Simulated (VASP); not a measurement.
# CdSe (CsCl type) (Pm-3m) in VASP: a series of runs

The runs below take CdSe (CsCl type) through single point, relaxation of cell and atoms, with PBE.

All numbers are computed with VASP 6.6.1; they aren't measurements. Logs are shortened: lines on timing, memory, paths and dates and some standing lists are left out, and cuts for length are marked.

## Step 1: The cell of the first run

It takes space group Pm-3m (No. 221, cubic). The conventional cell has a = 3.269 Å, b = 3.269 Å, c = 3.269 Å, α = 90.00°, β = 90.00°, γ = 90.00°. Within 3.7 Å of Cd (site symmetry m-3m) lie 8 Se at 2.83 Å and 6 Cd at 3.27 Å. Se (site symmetry m-3m) has 8 Cd at 2.83 Å and 6 Se at 3.27 Å within 3.7 Å.

## Step 2: Single point, PBE

Contents of INCAR:

```
SYSTEM = CdSe
PREC     = Accurate       ! precision mode
ENCUT    = 520            ! plane-wave cutoff, eV
EDIFF    = 1E-7           ! SCF threshold, eV
ISMEAR   = -1             ! smearing method
SIGMA    = 0.05           ! smearing width, eV
LREAL    = .FALSE.        ! projectors in reciprocal space
LASPH    = .TRUE.         ! aspherical terms in the spheres
NELM     = 100            ! most SCF steps
ALGO     = Normal         ! electronic algorithm
ISIF     = 2              ! what is computed and relaxed
LWAVE    = .FALSE.        ! write WAVECAR
LCHARG   = .FALSE.        ! write CHGCAR
GGA      = PE             ! functional
NBANDS   = 16             ! bands
```

Contents of KPOINTS:

```
regular mesh
0
G
  13 13 13
  0 0 0
```

Contents of POSCAR:

```
CdSe
1.0
    3.2692792391      0.0000000000      0.0000000000
    0.0000000000      3.2692792391      0.0000000000
    0.0000000000      0.0000000000      3.2692792391
Cd Se
1 1
Direct
    0.0000000000      0.0000000000      0.0000000000
    0.5000000000      0.5000000000      0.5000000000
```

Potentials or basis: VASP PAW PBE potentials, release 64 (Cd, Se).

Run with:

```bash
$ cat potpaw_PBE.64/Cd/POTCAR potpaw_PBE.64/Se/POTCAR > POTCAR
$ mpirun -np 1 vasp_std > vasp.out
```

OUTCAR:

```text
SYSTEM = CdSe
   PREC = Accurate
   ENCUT = 520
   EDIFF = 1E-7
   ISMEAR = -1
   LREAL = .FALSE.
   LASPH = .TRUE.
   NELM = 100
   ISIF = 2
   GGA = PE

 ion  position               nearest neighbor table
   1  0.000  0.000  0.000-   2 2.83   2 2.83   2 2.83   2 2.83   2 2.83   2 2.83   2 2.83   2 2.83

   2  0.500  0.500  0.500-   1 2.83   1 2.83   1 2.83   1 2.83   1 2.83   1 2.83   1 2.83   1 2.83

  LATTYP: Found a simple cubic cell.
 ALAT       =     3.2692792391

  Lattice vectors:

 A1 = (   3.2692792391,   0.0000000000,   0.0000000000)
 A2 = (   0.0000000000,   3.2692792391,   0.0000000000)
 A3 = (   0.0000000000,   0.0000000000,   3.2692792391)

Analysis of symmetry for initial positions (statically):
=====================================================================
 Subroutine PRICEL returns:
 Original cell was already a primitive cell.

 Routine SETGRP: Setting up the symmetry group for a
 simple cubic supercell.

 Subroutine GETGRP returns: Found 48 space group operations
 (whereof 48 operations were pure point group operations)
 out of a pool of 48 trial point group operations.

The static configuration has the point symmetry O_h .

Analysis of symmetry for dynamics (positions and initial velocities):
=====================================================================
 Subroutine PRICEL returns:
 Original cell was already a primitive cell.

 Routine SETGRP: Setting up the symmetry group for a
 simple cubic supercell.

 Subroutine GETGRP returns: Found 48 space group operations
 (whereof 48 operations were pure point group operations)
 out of a pool of 48 trial point group operations.

The dynamic configuration has the point symmetry O_h .

 Subroutine INISYM returns: Found 48 space group operations
 (whereof 48 operations are pure point group operations),
 and found     1 'primitive' translations

----------------------------------------------------------------------------------------

                                     Primitive cell

  volume of cell :      34.9427

  direct lattice vectors                    reciprocal lattice vectors
     3.269279239  0.000000000  0.000000000     0.305877818  0.000000000  0.000000000
     0.000000000  3.269279239  0.000000000     0.000000000  0.305877818  0.000000000
     0.000000000  0.000000000  3.269279239     0.000000000  0.000000000  0.305877818

  length of vectors
     3.269279239  3.269279239  3.269279239     0.305877818  0.305877818  0.305877818

  position of ions in fractional coordinates (direct lattice)
     0.000000000  0.000000000  0.000000000
     0.500000000  0.500000000  0.500000000

  ion indices of the primitive-cell ions
   primitive index   ion index
                 1           1
                 2           2

----------------------------------------------------------------------------------------

 KPOINTS: regular mesh

Automatic generation of k-mesh.
 Grid dimensions read from file:
 generate k-points for:   13   13   13

 Generating k-lattice:

  Cartesian coordinates                     Fractional coordinates (reciprocal lattice)
     0.023529063  0.000000000  0.000000000     0.076923077  0.000000000  0.000000000
     0.000000000  0.023529063  0.000000000     0.000000000  0.076923077  0.000000000
     0.000000000  0.000000000  0.023529063     0.000000000  0.000000000  0.076923077

  Length of vectors
     0.023529063  0.023529063  0.023529063

  Shift w.r.t. Gamma in fractional coordinates (k-lattice)
     0.000000000  0.000000000  0.000000000

 Subroutine IBZKPT returns following result:
 ===========================================

 Found     84 irreducible k-points:

 Following reciprocal coordinates:
            Coordinates               Weight
  0.000000  0.000000  0.000000      1.000000
  0.076923  0.000000  0.000000      6.000000
  0.153846  0.000000  0.000000      6.000000
  0.230769  0.000000  0.000000      6.000000
  0.307692  0.000000  0.000000      6.000000
  0.384615  0.000000  0.000000      6.000000
[... 16 lines left out ...]
  0.307692  0.307692  0.000000     12.000000
  0.384615  0.307692  0.000000     24.000000
 [... further k-points ...]
   k-points           NKPTS =     84   k-points in BZ     NKDIM =     84   number of bands    NBANDS=     16
   number of dos      NEDOS =    301   number of ions     NIONS =      2
   total plane-waves  NPLWV =  13824
   dimension x,y,z NGX =    24 NGY =   24 NGZ =   24
   dimension x,y,z NGXF=    48 NGYF=   48 NGZF=   48
   ions per type =               1   1
   NGX,Y,Z   is equivalent  to a cutoff of  12.20, 12.20, 12.20 a.u.
   NGXF,Y,Z  is equivalent  to a cutoff of  24.41, 24.41, 24.41 a.u.
 SYSTEM =  CdSe
   PREC   = accura    normal or accurate (medium, high low for compatibility)
   ISTART =      0    job   : 0-new  1-cont  2-samecut
   ICHARG =      2    charge: 1-file 2-atom 10-const
   ISPIN  =      1    spin polarized calculation?
   LNONCOLLINEAR =      F non collinear calculations
   LSORBIT =      F    spin-orbit coupling
   LASPH  =      T    aspherical Exc in radial PAW
   ENCUT  =  520.0 eV  38.22 Ry    6.18 a.u.   6.08  6.08  6.08*2*pi/ulx,y,z
   NELM   =    100;   NELMIN=  2; NELMDL= -5     # of ELM steps
   EDIFF  = 0.1E-06   stopping-criterion for ELM
   LREAL  =      F    real-space projection
   EDIFFG = 0.1E-05   stopping-criterion for IOM
   NSW    =      0    number of steps for IOM
   IBRION =     -1    ionic relax: 0-MD 1-quasi-New 2-CG
   NFREE  =      0    steps in history (QN), initial steepest desc. (CG)
   ISIF   =      2    stress and relaxation
   ISYM   =      2    0-nonsym 1-usesym 2-fastsym
   POTIM  = 0.5000    time-step for ionic-motion
   TEBEG  =    0.0;   TEEND  =   0.0 temperature during run
   PSTRESS=    0.0 pullay stress
   NELECT =      18.0000    total number of electrons
   NUPDOWN=      -1.0000    fix difference up-down
   EMIN   =  10.00;   EMAX   =-10.00  energy-range for DOS
   EFERMI =   0.00;   METHOD = LEGACY
   ISMEAR =    -1;   SIGMA  =   0.05  broadening in eV -4-tet -1-fermi 0-gaus
   EFERMI_NEDOS =   21; number of points for ismear=-14 and -15
   IALGO  =     38    algorithm
   IMIX   =      4    mixing-type and parameters
     AMIX     =   0.40;   BMIX     =  1.00
     AMIX_MAG =   1.60;   BMIX_MAG =  1.00
  volume/ion in A,a.u.               =      17.47       117.90
  Fermi-wavevector in a.u.,A,eV,Ry     =   1.312342  2.479967 23.432514  1.722241
  Thomas-Fermi vector in A             =   2.442741
   LORBIT       =      0    0 simple, 1 ext, 2 COOP (PROOUT), +10 PAW based schemes
   GGA     = PE    functional components
   LHFCALC =     F    Hartree Fock is set to
   AEXX    =    0.0000 exact exchange contribution
   IVDW    =     0    specifies the selected vdW correction
   LEPSILON=     F    determine dielectric tensor
   LRPA    =     F    only Hartree local field effects (RPA)
 non-spin polarized calculation
  energy-cutoff  :      520.00
  volume of cell :       34.94
 maximum number of plane-waves:       954
   NGX = 13   NGY = 13   NGZ = 13

 number of electron      17.9999995 magnetization

 Free energy of the ion-electron system (eV)
  ---------------------------------------------------
  ext. energy  EPLUGINS =         0.00000000
  ---------------------------------------------------
  free energy    TOTEN  =        -3.61051872 eV

  energy without entropy =       -3.60010296  energy(sigma->0) =       -3.60531084

 E-fermi :   5.8627     XC(G=0): -11.6899

 val. band max:        5.8555922586   @ k =   0.3846   0.0000   0.0000
 cond. band min:       5.8712528006   @ k =   0.4615   0.3846   0.0769
 fundamental gap:      0.0156605421
 Fermi energy:         5.8627242353

 k-point     1 :       0.0000    0.0000    0.0000
  band No.  band energies     occupation
      1      -9.6416      2.00000
      2      -3.6747      2.00000
      3      -3.6747      2.00000
      4      -2.8814      2.00000
      5      -2.8814      2.00000
      6      -2.8814      2.00000
[... 8 lines left out ...]
     15      18.9035      0.00000
     16      21.9749      0.00000

 k-point     2 :       0.0769    0.0000    0.0000
  band No.  band energies     occupation
      1      -9.5790      2.00000
      2      -3.6688      2.00000
      3      -3.6534      2.00000
      4      -2.9083      2.00000
      5      -2.9083      2.00000
      6      -2.8794      2.00000
[... 8 lines left out ...]
     15      18.4613      0.00000
     16      21.8945      0.00000

 k-point     3 :       0.1538    0.0000    0.0000
  band No.  band energies     occupation
      1      -9.3964      2.00000
      2      -3.6522      2.00000
      3      -3.6015      2.00000
      4      -2.9811      2.00000
      5      -2.9811      2.00000
      6      -2.8741      2.00000
[... 8 lines left out ...]
     15      17.5539      0.00000
     16      20.9447      0.00000

 k-point     4 :       0.2308    0.0000    0.0000
  band No.  band energies     occupation
      1      -9.1107      2.00000
      2      -3.6288      2.00000
      3      -3.5561      2.00000
      4      -3.0794      2.00000
      5      -3.0794      2.00000
      6      -2.8665      2.00000
[... 8 lines left out ...]
     15      17.2364      0.00000
     16      19.7291      0.00000
[... 324 lines left out ...]
 k-point    22 :       0.4615    0.2308    0.0000
  band No.  band energies     occupation
      1      -7.9365      2.00000
      2      -3.5707      2.00000
      3      -3.2503      2.00000
      4      -3.2244      2.00000
      5      -3.0751      2.00000
      6      -2.9744      2.00000
[... 8 lines left out ...]
     15      19.1075      0.00000
     16      20.9589      0.00000

 k-point    23 :       0.3077    0.3077    0.0000
  band No.  band energies     occupation
      1      -8.1409      2.00000
      2      -3.5696      2.00000
      3      -3.1210      2.00000
      4      -3.1131      2.00000
      5      -3.1007      2.00000
      6      -3.0478      2.00000
[... 8 lines left out ...]
     15      18.1285      0.00000
     16      19.2771      0.00000

 k-point    24 :       0.3846    0.3077    0.0000
  band No.  band energies     occupation
      1      -7.9293      2.00000
      2      -3.5289      2.00000
      3      -3.1537      2.00000
      4      -3.0501      2.00000
      5      -3.0454      2.00000
      6      -2.9572      2.00000
[... 8 lines left out ...]
     15      18.0917      0.00000
     16      20.3288      0.00000

 [... further k-points ...]
[... 5 lines left out ...]
  --------------------------------------------------------------------------------------
  -------------------------------------------------------------------------------------
  Total        6.0895055      6.0895055      6.0895055      0.0000000      0.0000000      0.0000000
  in kB      279.2135931    279.2135931    279.2135931      0.0000000      0.0000000      0.0000000
  external PRESSURE =     279.2135931 kB  Pullay stress =       0.0000000 kB

 VOLUME and BASIS-vectors are now :
 -----------------------------------------------------------------------------
  energy-cutoff  :      520.00
  volume of cell :       34.94
      direct lattice vectors                 reciprocal lattice vectors
     3.269279239  0.000000000  0.000000000     0.305877818  0.000000000  0.000000000
     0.000000000  3.269279239  0.000000000     0.000000000  0.305877818  0.000000000
     0.000000000  0.000000000  3.269279239     0.000000000  0.000000000  0.305877818

 POSITION                                       TOTAL-FORCE (eV/Angst)
 -----------------------------------------------------------------------------------
      0.00000      0.00000      0.00000         0.000000      0.000000      0.000000
      1.63464      1.63464      1.63464         0.000000      0.000000      0.000000
 -----------------------------------------------------------------------------------
    total drift:                               -0.000000      0.000000     -0.000000

  FREE ENERGIE OF THE ION-ELECTRON SYSTEM (eV)
  ---------------------------------------------------
  free  energy   TOTEN  =        -3.6105187210 eV

  energy  without entropy=       -3.6001029640  energy(sigma->0) =       -3.60531084
```

It took 16 s on 1 thread of AMD EPYC 9R45 (Zen 5), shared host; peak memory 0.14 GiB.

What came out:

```yaml
Free_energy: -3.6105 eV
Pressure: 27.9 GPa
Band_gap_on_the_k_mesh: zero (band 9 reaches 6.16 eV, above the bottom of band 10 at 4.85 eV)
```

(Continued in part 2 of 2.)
